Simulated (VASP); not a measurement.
# Mg3CdTe4 (P-4m2) in VASP: a series of runs

Mg3CdTe4 is run at these levels: PBE; tasks: single point, relaxation of shape and atoms at fixed volume, relaxation of cell and atoms.

Everything below comes from runs of VASP 6.6.1. Logs are shortened: lines on timing, memory, paths and dates and some standing lists are left out, and cuts for length are marked.

## 1. The cell of the first run

The structure is tetragonal, space group P-4m2 (No. 115). The conventional cell has a = 4.632 Å, b = 4.632 Å, c = 13.019 Å, α = 90.00°, β = 90.00°, γ = 90.00°. Within 3.7 Å of Mg (site symmetry 2mm) lie 4 Te at 2.82 Å. Within 3.7 Å of Mg (site symmetry -4m2) lie 4 Te at 2.82 Å. Cd (site symmetry -4m2) has 4 Te at 2.86 Å within 3.8 Å. Within 3.7 Å of Te (site symmetry 2mm) lie 4 Mg at 2.82 Å. Within 3.7 Å of Te (site symmetry 2mm) lie 2 Mg at 2.82 Å and 2 Cd at 2.86 Å.

## 2. Single point, PBE

File INCAR:

```
  PREC = Accurate
  ENCUT = 520
  EDIFF = 1E-6
  ISMEAR = 0
  SIGMA = 0.1
  LREAL = False
  LASPH = True
  NELM = 100
  ALGO = Normal
  ISIF = 2
  LWAVE = False
  LCHARG = False
  GGA = PE
  NBANDS = 31
```

File KPOINTS:

```
Automatic mesh
0
Gamma
  4 4 2
```

File POSCAR:

```
Mg3CdTe4
1.0
    4.6317990000      0.0000000000      0.0000000000
    0.0000000000      4.6317990000      0.0000000000
    0.0000000000      0.0000000000     13.0194981000
Mg Cd Te
3 1 4
Direct
    0.5000000000      0.5000000000      0.2521660000
    0.0000000000      0.0000000000      0.5000000000
    0.5000000000      0.5000000000      0.7478340000
    0.0000000000      0.0000000000      0.0000000000
    0.5000000000      0.0000000000      0.3760710000
    0.0000000000      0.5000000000      0.6239290000
    0.5000000000      0.0000000000      0.8709410000
    0.0000000000      0.5000000000      0.1290590000
```

Potentials or basis: VASP PAW PBE potentials, release 64 (Mg, Cd, Te).

Command:

```sh
$ cat potpaw_PBE.64/Mg/POTCAR potpaw_PBE.64/Cd/POTCAR potpaw_PBE.64/Te/POTCAR > POTCAR
$ mpirun -np 1 vasp_std > vasp.out
```

OUTCAR:

```text
PREC = Accurate
   ENCUT = 520
   EDIFF = 1E-6
   ISMEAR = 0
   LREAL = False
   LASPH = True
   NELM = 100
   ISIF = 2
   GGA = PE

 ion  position               nearest neighbor table
   1  0.500  0.500  0.252-   8 2.82   8 2.82   5 2.82   5 2.82
   2  0.000  0.000  0.500-   5 2.82   6 2.82   6 2.82   5 2.82
   3  0.500  0.500  0.748-   7 2.82   7 2.82   6 2.82   6 2.82
   4  0.000  0.000  0.000-   7 2.86   8 2.86   8 2.86   7 2.86
   5  0.500  0.000  0.376-   1 2.82   1 2.82   2 2.82   2 2.82
   6  0.000  0.500  0.624-   3 2.82   3 2.82   2 2.82   2 2.82
   7  0.500  0.000  0.871-   3 2.82   3 2.82   4 2.86   4 2.86
   8  0.000  0.500  0.129-   1 2.82   1 2.82   4 2.86   4 2.86

  LATTYP: Found a simple tetragonal cell.
 ALAT       =     4.6317990000
 C/A-ratio  =     2.8108944494

  Lattice vectors:

 A1 = (   4.6317990000,   0.0000000000,   0.0000000000)
 A2 = (   0.0000000000,   4.6317990000,   0.0000000000)
 A3 = (   0.0000000000,   0.0000000000,  13.0194981000)

Analysis of symmetry for initial positions (statically):
=====================================================================
 Subroutine PRICEL returns:
 Original cell was already a primitive cell.

 Routine SETGRP: Setting up the symmetry group for a
 simple tetragonal supercell.

 Subroutine GETGRP returns: Found  8 space group operations
 (whereof  8 operations were pure point group operations)
 out of a pool of 16 trial point group operations.

The static configuration has the point symmetry D_2d.

Analysis of symmetry for dynamics (positions and initial velocities):
=====================================================================
 Subroutine PRICEL returns:
 Original cell was already a primitive cell.

 Routine SETGRP: Setting up the symmetry group for a
 simple tetragonal supercell.

 Subroutine GETGRP returns: Found  8 space group operations
 (whereof  8 operations were pure point group operations)
 out of a pool of 16 trial point group operations.

The dynamic configuration has the point symmetry D_2d.

 Subroutine INISYM returns: Found  8 space group operations
 (whereof  8 operations are pure point group operations),
 and found     1 'primitive' translations

----------------------------------------------------------------------------------------

                                     Primitive cell

  volume of cell :     279.3146

  direct lattice vectors                    reciprocal lattice vectors
     4.631799000  0.000000000  0.000000000     0.215898833  0.000000000  0.000000000
     0.000000000  4.631799000  0.000000000     0.000000000  0.215898833  0.000000000
     0.000000000  0.000000000 13.019498100     0.000000000  0.000000000  0.076807876

  length of vectors
     4.631799000  4.631799000 13.019498100     0.215898833  0.215898833  0.076807876

  position of ions in fractional coordinates (direct lattice)
     0.500000000  0.500000000  0.252166000
     0.000000000  0.000000000  0.500000000
     0.500000000  0.500000000  0.747834000
     0.000000000  0.000000000  0.000000000
     0.500000000  0.000000000  0.376071000
     0.000000000  0.500000000  0.623929000
     0.500000000  0.000000000  0.870941000
     0.000000000  0.500000000  0.129059000

  ion indices of the primitive-cell ions
   primitive index   ion index
                 1           1
                 2           2
                 3           3
                 4           4
                 5           5
                 6           6
                 7           7
                 8           8

----------------------------------------------------------------------------------------

 KPOINTS: Automatic mesh

Automatic generation of k-mesh.
 Grid dimensions read from file:
 generate k-points for:    4    4    2

 Generating k-lattice:

  Cartesian coordinates                     Fractional coordinates (reciprocal lattice)
     0.053974708  0.000000000  0.000000000     0.250000000  0.000000000  0.000000000
     0.000000000  0.053974708  0.000000000     0.000000000  0.250000000  0.000000000
     0.000000000  0.000000000  0.038403938     0.000000000  0.000000000  0.500000000

  Length of vectors
     0.053974708  0.053974708  0.038403938

  Shift w.r.t. Gamma in fractional coordinates (k-lattice)
     0.000000000  0.000000000  0.000000000

 Subroutine IBZKPT returns following result:
 ===========================================

 Found     12 irreducible k-points:

 Following reciprocal coordinates:
            Coordinates               Weight
  0.000000  0.000000  0.000000      1.000000
  0.250000  0.000000  0.000000      4.000000
  0.500000  0.000000  0.000000      2.000000
  0.250000  0.250000  0.000000      4.000000
  0.500000  0.250000  0.000000      4.000000
  0.500000  0.500000  0.000000      1.000000
  0.000000  0.000000  0.500000      1.000000
  0.250000  0.000000  0.500000      4.000000
  0.500000  0.000000  0.500000      2.000000
  0.250000  0.250000  0.500000      4.000000
[... 30 lines left out ...]
   PSTRESS=    0.0 pullay stress
   NELECT =      42.0000    total number of electrons
   NUPDOWN=      -1.0000    fix difference up-down
   EMIN   =  10.00;   EMAX   =-10.00  energy-range for DOS
   EFERMI =   0.00;   METHOD = LEGACY
   ISMEAR =     0;   SIGMA  =   0.10  broadening in eV -4-tet -1-fermi 0-gaus
   EFERMI_NEDOS =   21; number of points for ismear=-14 and -15
   IALGO  =     38    algorithm
   IMIX   =      4    mixing-type and parameters
     AMIX     =   0.40;   BMIX     =  1.00
     AMIX_MAG =   1.60;   BMIX_MAG =  1.00
  volume/ion in A,a.u.               =      34.91       235.61
  Fermi-wavevector in a.u.,A,eV,Ry     =   0.870549  1.645100 10.311258  0.757856
  Thomas-Fermi vector in A             =   1.989530
   LORBIT       =      0    0 simple, 1 ext, 2 COOP (PROOUT), +10 PAW based schemes
   GGA     = PE    functional components
   LHFCALC =     F    Hartree Fock is set to
   AEXX    =    0.0000 exact exchange contribution
   IVDW    =     0    specifies the selected vdW correction
   LEPSILON=     F    determine dielectric tensor
   LRPA    =     F    only Hartree local field effects (RPA)
 non-spin polarized calculation
 Gauss-broadening in eV      SIGMA  =   0.10
  energy-cutoff  :      520.00
  volume of cell :      279.31
 maximum number of plane-waves:      7552
 NGX is ok and might be reduce to    36
   NGX = 17   NGY = 17   NGZ = 49

 number of electron      41.9999999 magnetization

 Free energy of the ion-electron system (eV)
  ---------------------------------------------------
  ext. energy  EPLUGINS =         0.00000000
  ---------------------------------------------------
  free energy    TOTEN  =       -23.96722249 eV

  energy without entropy =      -23.96722249  energy(sigma->0) =      -23.96722249

 E-fermi :   2.2412     XC(G=0):  -7.9031

 val. band max:        1.7811048327   @ k =   0.0000   0.0000   0.0000
 cond. band min:       3.5509487145   @ k =   0.0000   0.0000   0.0000
 fundamental gap:      1.7698438818
 Fermi energy:         2.2411978443

 k-point     1 :       0.0000    0.0000    0.0000
  band No.  band energies     occupation
      1      -8.5517      2.00000
      2      -8.2899      2.00000
      3      -8.1927      2.00000
      4      -7.8409      2.00000
      5      -5.9070      2.00000
      6      -5.9070      2.00000
[... 23 lines left out ...]
     30       6.9568      0.00000
     31       6.9685      0.00000

 k-point     2 :       0.2500    0.0000    0.0000
  band No.  band energies     occupation
      1      -8.3963      2.00000
      2      -8.2108      2.00000
      3      -8.1008      2.00000
      4      -7.8421      2.00000
      5      -5.9033      2.00000
      6      -5.8579      2.00000
[... 23 lines left out ...]
     30       7.2334      0.00000
     31       7.5883      0.00000

 k-point     3 :       0.5000    0.0000    0.0000
  band No.  band energies     occupation
      1      -8.1845      2.00000
      2      -8.1390      2.00000
      3      -7.9425      2.00000
      4      -7.9424      2.00000
      5      -5.8995      2.00000
      6      -5.8133      2.00000
[... 295 lines left out ...]
     30       7.8976      0.00000
     31       8.0043      0.00000

 k-point    12 :       0.5000    0.5000    0.5000
  band No.  band energies     occupation
      1      -8.0224      2.00000
      2      -8.0224      2.00000
      3      -7.7510      2.00000
      4      -7.7510      2.00000
      5      -5.8279      2.00000
      6      -5.8048      2.00000
[... 23 lines left out ...]
     30       9.3225      0.00000
     31       9.3231      0.00000

------------------------ aborting loop because EDIFF is reached ----------------------------------------

  FORCE on cell =-STRESS in cart. coord.  units (eV):
  Direction    XX          YY          ZZ          XY          YZ          ZX
  --------------------------------------------------------------------------------------
  -------------------------------------------------------------------------------------
  Total        0.1427652      0.1427652     -0.0476662      0.0000000      0.0000000     -0.0000000
  in kB        0.8189161      0.8189161     -0.2734183      0.0000000      0.0000000     -0.0000000
  external PRESSURE =       0.4548046 kB  Pullay stress =       0.0000000 kB

 VOLUME and BASIS-vectors are now :
 -----------------------------------------------------------------------------
  energy-cutoff  :      520.00
  volume of cell :      279.31
      direct lattice vectors                 reciprocal lattice vectors
     4.631799000  0.000000000  0.000000000     0.215898833  0.000000000  0.000000000
     0.000000000  4.631799000  0.000000000     0.000000000  0.215898833  0.000000000
     0.000000000  0.000000000 13.019498100     0.000000000  0.000000000  0.076807876

 POSITION                                       TOTAL-FORCE (eV/Angst)
 -----------------------------------------------------------------------------------
      2.31590      2.31590      3.28307         0.000000      0.000000     -0.002378
      0.00000      0.00000      6.50975         0.000000     -0.000000      0.000000
      2.31590      2.31590      9.73642         0.000000      0.000000      0.002378
      0.00000      0.00000      0.00000        -0.000000     -0.000000      0.000000
      2.31590      0.00000      4.89626         0.000000     -0.000000     -0.000095
      0.00000      2.31590      8.12324         0.000000     -0.000000      0.000095
      2.31590      0.00000     11.33921         0.000000     -0.000000     -0.028209
      0.00000      2.31590      1.68028         0.000000     -0.000000      0.028209
 -----------------------------------------------------------------------------------
    total drift:                                0.000000     -0.000000     -0.000000

  FREE ENERGIE OF THE ION-ELECTRON SYSTEM (eV)
  ---------------------------------------------------
  free  energy   TOTEN  =       -23.9672224881 eV

  energy  without entropy=      -23.9672224881  energy(sigma->0) =      -23.96722249
```

Wall time 96 s (1 thread of Intel Xeon Platinum 8488C (Sapphire Rapids), shared host); peak memory 0.4 GiB.

What came out:

| Quantity | Value |
| --- | --- |
| Free energy | -23.9672 eV |
| Pressure | 0.0 GPa |
| Largest force | 0.028 eV/Å |
| Band gap on the k mesh | 1.77 eV, direct |

Forces in eV/Å, atoms in the order of the input:
```
Mg   0.000  0.000 -0.002
Mg   0.000  0.000  0.000
Mg   0.000  0.000  0.002
Cd   0.000  0.000  0.000
Te   0.000  0.000  0.000
Te   0.000  0.000  0.000
Te   0.000  0.000 -0.028
Te   0.000  0.000  0.028
```

Caveat: spin-orbit coupling is left out, which moves the levels of the heavy elements. PBE gaps usually lie below the measured ones, often by a third to a half.

## 3. Relaxation of shape and atoms at fixed volume, PBE (volume scaled by 0.97)

File INCAR:

```
SYSTEM = Mg3CdTe4
PREC     = Accurate       ! precision mode
ENCUT    = 600            ! plane-wave cutoff, eV
EDIFF    = 1E-7           ! SCF threshold, eV
ISMEAR   = 0              ! smearing method
SIGMA    = 0.02           ! smearing width, eV
LREAL    = .False.        ! projectors in reciprocal space
LASPH    = .True.         ! aspherical terms in the spheres
NELM     = 60             ! most SCF steps
ALGO     = Normal         ! electronic algorithm
ISIF     = 4              ! what is computed and relaxed
LWAVE    = .False.        ! write WAVECAR
LCHARG   = .False.        ! write CHGCAR
GGA      = PE             ! functional
IBRION   = 2              ! ionic algorithm
NSW      = 50             ! ionic steps
EDIFFG   = -0.01          ! ionic threshold
```

File KPOINTS:

```
regular mesh
0
Gamma
  6 6 2
  0 0 0
```

Changes to POSCAR since step 2:

```diff
@@ -2,5 +2,5 @@
 1.0
-    4.6317990000      0.0000000000      0.0000000000
-    0.0000000000      4.6317990000      0.0000000000
-    0.0000000000      0.0000000000     13.0194981000
+    4.5850099526      0.0000000000      0.0000000000
+    0.0000000000      4.5850099526      0.0000000000
+    0.0000000000      0.0000000000     12.8879790263
 Mg Cd Te
```

Potentials or basis: VASP PAW PBE potentials, release 64 (Mg, Cd, Te).

Command:

```sh
$ cat potpaw_PBE.64/Mg/POTCAR potpaw_PBE.64/Cd/POTCAR potpaw_PBE.64/Te/POTCAR > POTCAR
$ mpirun -np 1 vasp_std > vasp.out
```

It took 22 min on 1 thread of AMD EPYC 7R13, shared host; peak memory 0.54 GiB.

The run converged. Its results:

```yaml
Free_energy: -23.9802 eV
Energy_gained_by_relaxing: 0.0 meV/atom
Ionic_steps: 6
Pressure_after_relaxing: 1.1 GPa
Largest_force_after_relaxing: 0.010 eV/Å
Band_gap_on_the_k_mesh: 1.89 eV, direct
```

Forces in eV/Å, atoms in the order of the input:
```
Mg   0.000  0.000 -0.001
Mg   0.000  0.000  0.000
Mg   0.000  0.000  0.001
Cd   0.000  0.000  0.000
Te   0.000  0.000  0.010
Te   0.000  0.000 -0.010
Te   0.000  0.000  0.000
Te   0.000  0.000  0.000
```

The path:
| step | energy change (eV) | largest force (eV/Å) | pressure (GPa) | volume (Å³) |
| --- | --- | --- | --- | --- |
| 1 | 0.0000 | 0.0387 | 1.12 | 270.94 |
| 2 | -0.0001 | 0.0255 | 1.11 | 270.94 |
| 3 | -0.0002 | 0.0189 | 1.11 | 270.94 |
| 4 | -0.0002 | 0.0163 | 1.11 | 270.94 |
| 5 | -0.0003 | 0.0106 | 1.11 | 270.94 |
| 6 | -0.0003 | 0.0099 | 1.11 | 270.94 |

Final structure:
```
Mg Cd Te
1.0
     4.58323    0.00000    0.00000
     0.00000    4.58323    0.00000
     0.00000    0.00000   12.89799
Mg Cd Te
3 1 4
Cartesian
  2.2916 2.2916 3.2560
  0.0000 0.0000 6.4490
  2.2916 2.2916 9.6420
  0.0000 0.0000 0.0000
  2.2916 4.5832 4.8508
  0.0000 2.2916 8.0472
  2.2916 0.0000 11.2266
  0.0000 2.2916 1.6714
```

Levels at points of the mesh, in eV from the valence-band top:
```
           k point  band 18  band 19  band 20  band 21  band 22  band 23  band 24  band 25
(0.00, 0.00, 0.00)    -0.76    -0.04     0.00     0.00     1.89     2.77     3.26     3.70
(0.50, 0.00, 0.00)    -0.60    -0.56    -0.48    -0.34     2.49     3.07     3.96     4.09
(0.50, 0.50, 0.00)    -1.38    -1.36    -1.36    -1.35     2.75     2.75     2.91     3.58
(0.00, 0.00, 0.50)    -0.43    -0.43    -0.14    -0.14     2.58     3.00     3.06     3.29
(0.50, 0.00, 0.50)    -0.66    -0.66    -0.60    -0.34     2.87     3.60     3.62     3.67
(0.50, 0.50, 0.50)    -1.52    -1.52    -1.50    -1.50     3.31     3.31     3.37     3.55
```

Caveat: the cell differs from its parent crystal (volume scaled by 0.97); spin-orbit coupling is left out, which moves the levels of the heavy elements.

## 4. Relaxation of cell and atoms, PBE

File INCAR:

```
SYSTEM = Mg3CdTe4
PREC = Accurate
ENCUT = 600
EDIFF = 1E-6
ISMEAR = 0
SIGMA = 0.02
LREAL = .FALSE.
LASPH = .TRUE.
NELM = 100
ALGO = Normal
ISIF = 3
LWAVE = .FALSE.
LCHARG = .FALSE.
GGA = PE
IBRION = 2
NSW = 100
EDIFFG = -0.01
```

File KPOINTS:

```
regular mesh
0
G
  6 6 2
  0 0 0
```

Changes to POSCAR since step 3:

```diff
@@ -2,5 +2,5 @@
 1.0
-    4.5850099526      0.0000000000      0.0000000000
-    0.0000000000      4.5850099526      0.0000000000
-    0.0000000000      0.0000000000     12.8879790263
+    4.6317990000      0.0000000000      0.0000000000
+    0.0000000000      4.6317990000      0.0000000000
+    0.0000000000      0.0000000000     13.0194981000
 Mg Cd Te
```

Command:

```sh
$ cat potpaw_PBE.64/Mg/POTCAR potpaw_PBE.64/Cd/POTCAR potpaw_PBE.64/Te/POTCAR > POTCAR
$ mpirun -np 1 vasp_std > vasp.out
```

Run time: 13 min. Hardware: 1 thread of AMD EPYC 7R13, shared host; peak memory 0.54 GiB.

The run converged. Its results:

| Property | Result |
| --- | --- |
| Free energy | -24.0089 eV |
| Relaxed volume | 34.89 Å³/atom |
| Relaxed cell | a = 4.629 Å, b = 4.629 Å, c = 13.029 Å, α = 90.00°, β = 90.00°, γ = 90.00° |
| Space group after relaxing (to 0.05 Å) | P-4m2 (No. 115) |
| Energy gained by relaxing | 0.0 meV/atom |
| Ionic steps | 3 |
| Pressure after relaxing | 0.0 GPa |
| Largest force after relaxing | 0.009 eV/Å |
| Band gap on the k mesh | 1.77 eV, direct |

Forces on the atoms (eV/Å):
```
Mg   0.000  0.000  0.009
Mg   0.000  0.000  0.000
Mg   0.000  0.000 -0.009
Cd   0.000  0.000  0.000
Te   0.000  0.000  0.001
Te   0.000  0.000 -0.001
Te   0.000  0.000  0.003
Te   0.000  0.000 -0.003
```

Final structure:
```yaml
crystal:
  lattice:
    - [4.62881, 0.00000, 0.00000]
    - [0.00000, 4.62881, 0.00000]
    - [0.00000, 0.00000, 13.02876]
  atoms:
    - { symbol: Mg, position: [0.50000, 0.50000, 0.25217] }
    - { symbol: Mg, position: [0.00000, 0.00000, 0.50000] }
    - { symbol: Mg, position: [0.50000, 0.50000, 0.74783] }
    - { symbol: Cd, position: [0.00000, 0.00000, 0.00000] }
    - { symbol: Te, position: [0.50000, 0.00000, 0.37607] }
    - { symbol: Te, position: [0.00000, 0.50000, 0.62393] }
    - { symbol: Te, position: [0.50000, 0.00000, 0.87068] }
    - { symbol: Te, position: [0.00000, 0.50000, 0.12932] }
```

Levels at points of the mesh, in eV from the valence-band top:
```tsv
k point	band 17	band 18	band 19	band 20	band 21	band 22	band 23	band 24	band 25	band 26
(0.00, 0.00, 0.00)	-0.72	-0.72	-0.04	0.00	0.00	1.77	2.82	3.25	3.66	3.79
(0.50, 0.00, 0.00)	-0.62	-0.58	-0.53	-0.46	-0.32	2.43	3.01	3.89	4.04	5.27
(0.50, 0.50, 0.00)	-1.57	-1.31	-1.30	-1.30	-1.29	2.80	2.80	2.90	3.57	4.60
(0.00, 0.00, 0.50)	-0.73	-0.41	-0.41	-0.14	-0.14	2.48	2.99	3.03	3.26	3.51
(0.50, 0.00, 0.50)	-0.93	-0.62	-0.62	-0.58	-0.33	2.79	3.53	3.55	3.59	5.03
(0.50, 0.50, 0.50)	-1.51	-1.45	-1.45	-1.43	-1.43	3.33	3.34	3.34	3.57	3.57
```

Caveat: spin-orbit coupling is left out, which moves the levels of the heavy elements.

## 5. Summary

```tsv
task	cell	k mesh	cutoff (eV)	smearing	gap on the mesh (eV)	pressure (GPa)	largest force (eV/Å)
single point	a = 4.632, b = 4.632, c = 13.019 Å, 8 atoms	4 × 4 × 2	520	gaussian 0.1 eV	1.77	0.0	0.03
relaxation of shape and atoms at fixed volume	relaxed from a = 4.585, b = 4.585, c = 12.888 Å, 8 atoms	6 × 6 × 2	600	gaussian 0.02 eV	1.89	1.1	0.01
relaxation of cell and atoms	relaxed from a = 4.632, b = 4.632, c = 13.019 Å, 8 atoms	6 × 6 × 2	600	gaussian 0.02 eV	1.77	0.0	0.01
```

Alike in all rows: level PBE; potentials or basis VASP PAW PBE potentials, release 64 (Mg, Cd, Te); no spin polarisation.

Caveats: spin-orbit coupling is left out, which moves the levels of the heavy elements.

Absolute energies hang on the potentials; compare differences alone.
